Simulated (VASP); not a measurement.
# Au (Fd-3m) in VASP: a series of runs

Au is run at these levels: LDA; tasks: single point.

All numbers are computed with VASP 6.6.1; they aren't measurements. Logs are shortened: lines on timing, memory, paths and dates and some standing lists are left out, and cuts for length are marked.

## 1. The cell of the first run

It takes space group Fd-3m (No. 227, cubic). Conventional cell: a = 4.560 Å, b = 4.560 Å, c = 4.560 Å, α = 90.00°, β = 90.00°, γ = 90.00°. Within 2.6 Å of Au (site symmetry -43m) lie 4 Au at 1.97 Å.

This isn't the form of Au at room conditions, which is fcc.

## 2. Single point, LDA (11.86 Å³/atom)

INCAR

```
SYSTEM = Au
  PREC = Accurate
  ENCUT = 520
  EDIFF = 1E-6
  ISMEAR = -1
  SIGMA = 0.1
  LREAL = .FALSE.
  LASPH = .TRUE.
  NELM = 100
  ALGO = Normal
  ISIF = 2
  LWAVE = .FALSE.
  LCHARG = .FALSE.
  NBANDS = 18
```

KPOINTS

```
regular mesh
0
G
  12 12 12
  0 0 0
```

POSCAR

```
Au
1.0
    0.0000000000      2.2801940117      2.2801940117
    2.2801940117      0.0000000000      2.2801940117
    2.2801940117      2.2801940117      0.0000000000
Au
2
Direct
   -0.1250000000     -0.1250000000     -0.1250000000
    0.1250000000      0.1250000000      0.1250000000
```

Potentials or basis: VASP PAW LDA potentials, release 64 (Au).

Started as:

```
> cat potpaw_LDA.64/Au/POTCAR > POTCAR
> mpirun -np 1 vasp_std > vasp.out
```

OUTCAR:

```text
SYSTEM = Au
   PREC = Accurate
   ENCUT = 520
   EDIFF = 1E-6
   ISMEAR = -1
   LREAL = .FALSE.
   LASPH = .TRUE.
   NELM = 100
   ISIF = 2

 ion  position               nearest neighbor table
   1  0.875  0.875  0.875-   2 1.97   2 1.97   2 1.97   2 1.97
   2  0.125  0.125  0.125-   1 1.97   1 1.97   1 1.97   1 1.97

  LATTYP: Found a face centered cubic cell.
 ALAT       =     4.5603880234

  Lattice vectors:

 A1 = (   0.0000000000,   2.2801940117,   2.2801940117)
 A2 = (   2.2801940117,   0.0000000000,   2.2801940117)
 A3 = (   2.2801940117,   2.2801940117,   0.0000000000)

Analysis of symmetry for initial positions (statically):
=====================================================================
 Subroutine PRICEL returns:
 Original cell was already a primitive cell.

 Routine SETGRP: Setting up the symmetry group for a
 face centered cubic supercell.

 Subroutine GETGRP returns: Found 48 space group operations
 (whereof 12 operations were pure point group operations)
 out of a pool of 48 trial point group operations.

The static configuration has the point symmetry D_3d.
 The point group associated with its full space group is O_h .

Analysis of symmetry for dynamics (positions and initial velocities):
=====================================================================
 Subroutine PRICEL returns:
 Original cell was already a primitive cell.

 Routine SETGRP: Setting up the symmetry group for a
 face centered cubic supercell.

 Subroutine GETGRP returns: Found 48 space group operations
 (whereof 12 operations were pure point group operations)
 out of a pool of 48 trial point group operations.

The dynamic configuration has the point symmetry D_3d.
 The point group associated with its full space group is O_h .

 Subroutine INISYM returns: Found 48 space group operations
 (whereof 12 operations are pure point group operations),
 and found     1 'primitive' translations

----------------------------------------------------------------------------------------

                                     Primitive cell

  volume of cell :      23.7108

  direct lattice vectors                    reciprocal lattice vectors
     0.000000000  2.280194012  2.280194012    -0.219279586  0.219279586  0.219279586
     2.280194012  0.000000000  2.280194012     0.219279586 -0.219279586  0.219279586
     2.280194012  2.280194012  0.000000000     0.219279586  0.219279586 -0.219279586

  length of vectors
     3.224681296  3.224681296  3.224681296     0.379803385  0.379803385  0.379803385

  position of ions in fractional coordinates (direct lattice)
     0.875000000  0.875000000  0.875000000
     0.125000000  0.125000000  0.125000000

  ion indices of the primitive-cell ions
   primitive index   ion index
                 1           1
                 2           2

----------------------------------------------------------------------------------------

 KPOINTS: regular mesh

Automatic generation of k-mesh.
 Grid dimensions read from file:
 generate k-points for:   12   12   12

 Generating k-lattice:

  Cartesian coordinates                     Fractional coordinates (reciprocal lattice)
    -0.018273299  0.018273299  0.018273299     0.083333333  0.000000000  0.000000000
     0.018273299 -0.018273299  0.018273299     0.000000000  0.083333333  0.000000000
     0.018273299  0.018273299 -0.018273299     0.000000000  0.000000000  0.083333333

  Length of vectors
     0.031650282  0.031650282  0.031650282

  Shift w.r.t. Gamma in fractional coordinates (k-lattice)
     0.000000000  0.000000000  0.000000000

 Subroutine IBZKPT returns following result:
 ===========================================

 Found     72 irreducible k-points:

 Following reciprocal coordinates:
            Coordinates               Weight
  0.000000  0.000000  0.000000      1.000000
  0.083333  0.000000  0.000000      8.000000
  0.166667  0.000000  0.000000      8.000000
  0.250000  0.000000  0.000000      8.000000
  0.333333  0.000000  0.000000      8.000000
  0.416667  0.000000  0.000000      8.000000
[... 16 lines left out ...]
  0.500000  0.166667  0.000000     24.000000
 -0.416667  0.166667  0.000000     24.000000
 [... further k-points ...]
   k-points           NKPTS =     72   k-points in BZ     NKDIM =     72   number of bands    NBANDS=     18
   number of dos      NEDOS =    301   number of ions     NIONS =      2
   total plane-waves  NPLWV =  13824
   dimension x,y,z NGX =    24 NGY =   24 NGZ =   24
   dimension x,y,z NGXF=    48 NGYF=   48 NGZF=   48
   ions per type =               2
   NGX,Y,Z   is equivalent  to a cutoff of  12.37, 12.37, 12.37 a.u.
   NGXF,Y,Z  is equivalent  to a cutoff of  24.75, 24.75, 24.75 a.u.
 SYSTEM =  Au
   PREC   = accura    normal or accurate (medium, high low for compatibility)
   ISTART =      0    job   : 0-new  1-cont  2-samecut
   ICHARG =      2    charge: 1-file 2-atom 10-const
   ISPIN  =      1    spin polarized calculation?
   LNONCOLLINEAR =      F non collinear calculations
   LSORBIT =      F    spin-orbit coupling
   LASPH  =      T    aspherical Exc in radial PAW
   ENCUT  =  520.0 eV  38.22 Ry    6.18 a.u.   6.00  6.00  6.00*2*pi/ulx,y,z
   NELM   =    100;   NELMIN=  2; NELMDL= -5     # of ELM steps
   EDIFF  = 0.1E-05   stopping-criterion for ELM
   LREAL  =      F    real-space projection
   EDIFFG = 0.1E-04   stopping-criterion for IOM
   NSW    =      0    number of steps for IOM
   IBRION =     -1    ionic relax: 0-MD 1-quasi-New 2-CG
   NFREE  =      0    steps in history (QN), initial steepest desc. (CG)
   ISIF   =      2    stress and relaxation
   ISYM   =      2    0-nonsym 1-usesym 2-fastsym
   POTIM  = 0.5000    time-step for ionic-motion
   TEBEG  =    0.0;   TEEND  =   0.0 temperature during run
   PSTRESS=    0.0 pullay stress
   NELECT =      22.0000    total number of electrons
   NUPDOWN=      -1.0000    fix difference up-down
   EMIN   =  10.00;   EMAX   =-10.00  energy-range for DOS
   EFERMI =   0.00;   METHOD = LEGACY
   ISMEAR =    -1;   SIGMA  =   0.10  broadening in eV -4-tet -1-fermi 0-gaus
   EFERMI_NEDOS =   21; number of points for ismear=-14 and -15
   IALGO  =     38    algorithm
   IMIX   =      4    mixing-type and parameters
     AMIX     =   0.40;   BMIX     =  1.00
     AMIX_MAG =   1.60;   BMIX_MAG =  1.00
  volume/ion in A,a.u.               =      11.86        80.00
  Fermi-wavevector in a.u.,A,eV,Ry     =   1.596739  3.017399 34.689078  2.549575
  Thomas-Fermi vector in A             =   2.694455
   LORBIT       =      0    0 simple, 1 ext, 2 COOP (PROOUT), +10 PAW based schemes
   GGA     = CA    functional components
   LHFCALC =     F    Hartree Fock is set to
   AEXX    =    0.0000 exact exchange contribution
   IVDW    =     0    specifies the selected vdW correction
   LEPSILON=     F    determine dielectric tensor
   LRPA    =     F    only Hartree local field effects (RPA)
 non-spin polarized calculation
  energy-cutoff  :      520.00
  volume of cell :       23.71
 maximum number of plane-waves:       650
   NGX = 11   NGY = 11   NGZ = 11

 number of electron      22.0000003 magnetization

 Free energy of the ion-electron system (eV)
  ---------------------------------------------------
  ext. energy  EPLUGINS =         0.00000000
  ---------------------------------------------------
  free energy    TOTEN  =        13.98524218 eV

  energy without entropy =       14.00811265  energy(sigma->0) =       13.99667741

 E-fermi :  17.6537     XC(G=0): -14.7598

 val. band max:       17.6530188077   @ k =  -0.4167   0.1667   0.0833
 cond. band min:      17.6593664150   @ k =  -0.4167   0.3333   0.0000
 fundamental gap:      0.0063476074
 Fermi energy:        17.6536783565

 k-point     1 :       0.0000    0.0000    0.0000
  band No.  band energies     occupation
      1       3.1495      2.00000
      2       4.9732      2.00000
      3       4.9732      2.00000
      4       6.6202      2.00000
      5       6.6202      2.00000
      6       6.6202      2.00000
[... 10 lines left out ...]
     17      36.9096      0.00000
     18      36.9096      0.00000

 k-point     2 :       0.0833    0.0000    0.0000
  band No.  band energies     occupation
      1       3.3617      2.00000
      2       4.8732      2.00000
      3       4.8732      2.00000
      4       6.5734      2.00000
      5       6.7983      2.00000
      6       6.7983      2.00000
[... 10 lines left out ...]
     17      34.2619      0.00000
     18      35.8123      0.00000

 k-point     3 :       0.1667    0.0000    0.0000
  band No.  band energies     occupation
      1       3.9466      2.00000
      2       4.7245      2.00000
      3       4.7245      2.00000
      4       6.4620      2.00000
      5       7.1042      2.00000
      6       7.1042      2.00000
[... 10 lines left out ...]
     17      34.0590      0.00000
     18      34.2029      0.00000

 k-point     4 :       0.2500    0.0000    0.0000
  band No.  band energies     occupation
      1       4.6960      2.00000
      2       4.6998      2.00000
      3       4.6998      2.00000
      4       6.3775      2.00000
      5       7.1799      2.00000
      6       7.1799      2.00000
[... 10 lines left out ...]
     17      32.9412      0.00000
     18      34.3823      0.00000

 k-point     5 :       0.3333    0.0000    0.0000
  band No.  band energies     occupation
      1       4.8629      2.00000
      2       4.8629      2.00000
      3       5.1821      2.00000
      4       6.4290      2.00000
      5       6.8785      2.00000
      6       6.8785      2.00000
[... 10 lines left out ...]
     17      32.7169      0.00000
     18      36.9889      0.00000

 k-point     6 :       0.4167    0.0000    0.0000
  band No.  band energies     occupation
      1       5.2184      2.00000
      2       5.2184      2.00000
      3       5.2824      2.00000
      4       6.3326      2.00000
      5       6.3326      2.00000
      6       6.4738      2.00000
[... 10 lines left out ...]
     17      33.3194      0.00000
     18      38.2450      0.00000

 k-point     7 :       0.5000    0.0000    0.0000
  band No.  band energies     occupation
      1       5.2801      2.00000
      2       5.6990      2.00000
      3       5.6990      2.00000
      4       5.7692      2.00000
      5       5.7692      2.00000
      6       6.4613      2.00000
[... 10 lines left out ...]
     17      33.6810      0.00000
     18      38.3353      0.00000

 k-point     8 :       0.0833    0.0833    0.0000
  band No.  band energies     occupation
      1       3.4360      2.00000
      2       4.6162      2.00000
      3       5.1149      2.00000
      4       6.5797      2.00000
      5       6.5797      2.00000
      6       7.0742      2.00000
[... 10 lines left out ...]
     17      34.3886      0.00000
     18      34.3886      0.00000
[... 229 lines left out ...]
     17      32.7327      0.00000
     18      32.7327      0.00000

 k-point    20 :       0.2500    0.1667    0.0000
  band No.  band energies     occupation
      1       3.8509      2.00000
      2       4.9360      2.00000
      3       5.7279      2.00000
      4       6.3056      2.00000
      5       6.4274      2.00000
      6       8.3664      2.00000
[... 10 lines left out ...]
     17      33.0037      0.00000
     18      33.9633      0.00000

 k-point    21 :       0.3333    0.1667    0.0000
  band No.  band energies     occupation
      1       3.8295      2.00000
      2       5.3214      2.00000
      3       5.8883      2.00000
      4       6.3238      2.00000
      5       6.3972      2.00000
      6       8.3025      2.00000
[... 10 lines left out ...]
     17      33.7275      0.00000
     18      35.6459      0.00000

 k-point    22 :       0.4167    0.1667    0.0000
  band No.  band energies     occupation
      1       3.9365      2.00000
      2       5.1232      2.00000
      3       5.8804      2.00000
      4       6.2832      2.00000
      5       6.8390      2.00000
      6       8.0781      2.00000
[... 10 lines left out ...]
     17      34.6612      0.00000
     18      37.0231      0.00000

 k-point    23 :       0.5000    0.1667    0.0000
  band No.  band energies     occupation
      1       4.0457      2.00000
      2       5.0984      2.00000
      3       5.4016      2.00000
      4       6.7289      2.00000
      5       7.0328      2.00000
      6       7.6294      2.00000
[... 10 lines left out ...]
     17      35.3728      0.00000
     18      37.7371      0.00000

 k-point    24 :      -0.4167    0.1667    0.0000
  band No.  band energies     occupation
      1       4.1530      2.00000
      2       4.8917      2.00000
      3       5.3726      2.00000
      4       6.9400      2.00000
      5       7.2019      2.00000
      6       7.3268      2.00000
[... 10 lines left out ...]
     17      35.0037      0.00000
     18      38.5177      0.00000

 [... further k-points ...]

------------------------ aborting loop because EDIFF is reached ----------------------------------------

  FORCE on cell =-STRESS in cart. coord.  units (eV):
  Direction    XX          YY          ZZ          XY          YZ          ZX
  --------------------------------------------------------------------------------------
  -------------------------------------------------------------------------------------
  Total       71.4092662     71.4092662     71.4092662      0.0000000      0.0000000     -0.0000000
  in kB     4825.2492835   4825.2492835   4825.2492835      0.0000000      0.0000000     -0.0000000
  external PRESSURE =    4825.2492835 kB  Pullay stress =       0.0000000 kB

 VOLUME and BASIS-vectors are now :
 -----------------------------------------------------------------------------
  energy-cutoff  :      520.00
  volume of cell :       23.71
      direct lattice vectors                 reciprocal lattice vectors
     0.000000000  2.280194012  2.280194012    -0.219279586  0.219279586  0.219279586
     2.280194012  0.000000000  2.280194012     0.219279586 -0.219279586  0.219279586
     2.280194012  2.280194012  0.000000000     0.219279586  0.219279586 -0.219279586

 POSITION                                       TOTAL-FORCE (eV/Angst)
 -----------------------------------------------------------------------------------
      3.99034      3.99034      3.99034        -0.000000     -0.000000     -0.000000
      0.57005      0.57005      0.57005         0.000000      0.000000      0.000000
 -----------------------------------------------------------------------------------
    total drift:                                0.000000      0.000000      0.000000

  FREE ENERGIE OF THE ION-ELECTRON SYSTEM (eV)
  ---------------------------------------------------
  free  energy   TOTEN  =        13.9852421755 eV

  energy  without entropy=       14.0081126519  energy(sigma->0) =       13.99667741
```

Run time: 15 s. Hardware: 1 thread of Intel Xeon 8259CL, shared host; peak memory 0.14 GiB.

What came out:

| Item | Value |
| --- | --- |
| Free energy | 13.9852 eV |
| Pressure | 482.5 GPa |
| Band gap on the k mesh | zero (bands 11 and 12 overlap by 0.83 eV) |

Caveat: the cell stands under pressure; spin-orbit coupling is left out, which moves the levels of the heavy elements.

## 3. Single point, LDA (13.70 Å³/atom)

This run uses another cell than the first one, of 13.70 Å³/atom.

INCAR

```
PREC = Accurate
ENCUT = 520
EDIFF = 1E-6
ISMEAR = -1
SIGMA = 0.1
LREAL = False
LASPH = True
NELM = 80
ALGO = Normal
ISIF = 2
LWAVE = False
LCHARG = False
GGA = CA
NBANDS = 18
```

KPOINTS

```
Automatic mesh
0
Gamma
  12 12 12
```

POSCAR

```
Au
1.0
    0.0000000000      2.3927761841      2.3927761841
    2.3927761841      0.0000000000      2.3927761841
    2.3927761841      2.3927761841      0.0000000000
Au
2
Direct
   -0.1250000000     -0.1250000000     -0.1250000000
    0.1250000000      0.1250000000      0.1250000000
```

Potentials or basis: VASP PAW LDA potentials, release 64 (Au).

Started as:

```
> cat potpaw_LDA.64/Au/POTCAR > POTCAR
> mpirun -np 1 vasp_std > vasp.out
```

Run time: 32 s. Hardware: 1 thread of Intel Xeon 8259CL, shared host; peak memory 0.16 GiB.

The run converged. Its results:

| Quantity | Value |
| --- | --- |
| Free energy | 5.2845 eV |
| Pressure | 289.6 GPa |
| Band gap on the k mesh | zero (bands 11 and 12 overlap by 0.81 eV) |

Levels at points of the mesh, in eV from the Fermi level:
```csv
k point,band 9,band 10,band 11,band 12,band 13,band 14
"(0.00, 0.00, 0.00)",-5.06,-1.05,-1.05,11.56,11.83,12.68
"(0.50, 0.00, 0.00)",-3.89,-2.02,-2.02,0.03,9.13,10.81
"(0.50, 0.50, 0.00)",-1.57,-1.57,0.75,0.75,3.19,3.19
```

Caveat: the cell stands under pressure; spin-orbit coupling is left out, which moves the levels of the heavy elements.
